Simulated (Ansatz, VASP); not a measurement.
Be2Si in VASP and in Ansatz

```
CELL_PARAMETERS angstrom
0.00000 2.64000 2.64000
2.64000 0.00000 2.64000
2.64000 2.64000 0.00000
ATOMIC_POSITIONS crystal
Be 0.75000 0.75000 0.75000
Be 0.25000 0.25000 0.25000
Si 0.00000 0.00000 0.00000
```

Alike in both runs: task single point; functional PBE; k mesh 8 × 8 × 8; no spin polarisation.

```csv
,VASP,Ansatz
version,VASP 6.6.1,Ansatz 0.2.0
potentials or method,"VASP PAW PBE potentials, release 64 (Be, Si), cutoff 600 eV","scalar-relativistic, plane waves, PAW"
occupations,tetrahedron,tetrahedron-uncorrected
valence electrons in the cell,8,8
```

Ansatz gave:

```
gap on the k mesh at the Fermi level (eV) : none
pressure (GPa)                            : 0.1
```

Problem. Estimate VASP's values.

Solution. gap on the k mesh at the Fermi level (eV): none; pressure (GPa): 0.2.

A gap of «none» marks a metal or a gap that the smearing closes. Ansatz's warnings: band table not solved further.
